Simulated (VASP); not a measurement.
Write the native input for VASP 6.6.1 that does the following.

```
Task                               : single point
Functional                         : HSE06
Potentials or basis                : VASP PAW PBE potentials, release 64 (C, Be)
Cutoff                             : 520 eV
k mesh                             : 8 × 8 × 8
Occupations                        : gaussian, width 0.01 eV
Spin                               : no spin polarisation
Dipole correction                  : no
Grid for exact exchange (PRECFOCK) : Normal
Further INCAR settings             : ALGO = Normal; EDIFF = 1e-06; NBANDS = 11
Share of exact exchange            : 0.25
Screening parameter                : 0.2079 1/Å
```

Be2C:

```
C Be
1.0
     0.00000    2.16049    2.18792
     2.16049    0.00000    2.18792
     2.16049    2.16049    0.00000
C Be
1 2
Direct
  0.00000 0.00000 0.00000
  0.25000 0.25000 0.25000
  0.75000 0.75000 0.75000
```

This cell differs from its parent crystal: uniaxial z strain +1.3%.

These files were run (other wordings do the same):

POSCAR

```
Be2C
1.0
    0.0000000000      2.1604856385      2.1879238061
    2.1604856385      0.0000000000      2.1879238061
    2.1604856385      2.1604856385      0.0000000000
C Be
1 2
Direct
    0.0000000000      0.0000000000      0.0000000000
    0.2500000000      0.2500000000      0.2500000000
    0.7500000000      0.7500000000      0.7500000000
```

INCAR.step1

```
PREC = Accurate
ENCUT = 520
EDIFF = 1E-5
ISMEAR = 0
SIGMA = 0.01
LREAL = F
LASPH = T
NELM = 120
ALGO = Normal
ISIF = 2
LWAVE = T
LCHARG = F
GGA = PE
NBANDS = 11
GGA_COMPAT = F
```

INCAR.step2

```
PREC = Accurate
ENCUT = 520
EDIFF = 1E-6
ISMEAR = 0
SIGMA = 0.01
LREAL = F
LASPH = T
NELM = 120
ALGO = Normal
ISIF = 2
LWAVE = F
LCHARG = F
GGA = PE
LHFCALC = T
HFSCREEN = 0.2079
PRECFOCK = Normal
ISTART = 1
NBANDS = 11
GGA_COMPAT = F
```

KPOINTS

```
Automatic mesh
0
Gamma
  8 8 8
```

Potentials or basis: VASP PAW PBE potentials, release 64 (C, Be).

The run is started by

```bash
$ cat potpaw_PBE.64/C/POTCAR potpaw_PBE.64/Be/POTCAR > POTCAR
$ cp INCAR.step1 INCAR
$ mpirun -np 1 vasp_std > vasp.out
$ cp INCAR.step2 INCAR
$ mpirun -np 1 vasp_std > vasp.out
```

Results of the run:

```yaml
Pressure: -4.4 GPa
Band_gap_on_the_k_mesh: 1.80 eV (least direct gap 5.00 eV)
```

Caveat: the cell differs from its parent crystal (uniaxial z strain +1.3%); the stress differs along the axes, from -9 to -2 GPa; the structure was generated, so it needn't be the stable form of Be2C; the PAW data sets were made with another functional, which shifts forces and pressure a little.

It took 53 min on 1 thread of Intel(R) Xeon(R) Platinum 8259CL CPU @ 2.50GHz (Skylake/Cascade Lake), with other jobs on the host, peak memory 0.26 GiB.
